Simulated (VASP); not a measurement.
Write the native input for VASP 6.6.1 that does the following.

```yaml
Task: single point
Functional: r2SCAN
Potentials_or_basis: VASP PAW PBE potentials, release 64 (W_sv)
Cutoff: 550 eV
k_mesh: 14 × 14 × 14
Occupations: gaussian, width 0.1 eV
Spin: no spin polarisation
Dipole_correction: no
Further_INCAR_settings: ALGO = Normal; EDIFF = 1e-06; NBANDS = 28
```

The system is W.

```
W
1.0
     0.00000    0.00000    3.16844
     0.00000    3.16844    0.00000
    -4.75588   -1.58422   -1.58422
W
3
Direct
  0.33333 0.33333 0.66667
  0.00000 0.00000 0.00000
  0.66667 0.66667 0.33333
```

These files were run (other wordings do the same):

POSCAR

```
W
1.0
    0.0000000000      0.0000000000      3.1684399541
    0.0000000000      3.1684399541      0.0000000000
   -4.7558813526     -1.5842199771     -1.5842199771
W
3
Direct
    0.3333333333      0.3333333333      0.6666666667
    0.0000000000      0.0000000000      0.0000000000
    0.6666666667      0.6666666667      0.3333333333
```

INCAR.step1

```
SYSTEM = W
  ALGO = Normal
  EDIFF = 1E-5
  ENCUT = 550
  GGA = PE
  GGA_COMPAT = .False.
  ISMEAR = 0
  LASPH = .True.
  LCHARG = .False.
  LREAL = .False.
  LWAVE = .True.
  NBANDS = 28
  NELM = 120
  PREC = Accurate
  SIGMA = 0.1
```

INCAR.step2

```
SYSTEM = W
  ALGO = Normal
  EDIFF = 1E-6
  ENCUT = 550
  GGA_COMPAT = .False.
  ISIF = 2
  ISMEAR = 0
  ISTART = 1
  LASPH = .True.
  LCHARG = .True.
  LELF = .True.
  LMIXTAU = .True.
  LREAL = .False.
  LVHAR = .True.
  LWAVE = .False.
  METAGGA = R2SCAN
  NBANDS = 28
  NELM = 120
  PREC = Accurate
  SIGMA = 0.1
```

KPOINTS

```
k-points
0
Gamma
  14 14 14
  0 0 0
```

Potentials or basis: VASP PAW PBE potentials, release 64 (W_sv).

Launch:

```console
$ cat potpaw_PBE.64/W_sv/POTCAR > POTCAR
$ cp INCAR.step1 INCAR
$ mpirun -np 1 vasp_std > vasp.out
$ cp INCAR.step2 INCAR
$ mpirun -np 1 vasp_std > vasp.out
```

Results of the run:

* Pressure: 1.3 GPa
* Band gap on the k mesh: zero (bands 21 and 22 overlap by 2.45 eV)

Caveat: the PAW data sets were made with another functional, which shifts forces and pressure a little; spin-orbit coupling is left out, which moves the levels of the heavy elements.

It took 13 min on 1 thread of Intel Xeon 8259CL, with other jobs on the host, peak memory 0.37 GiB.
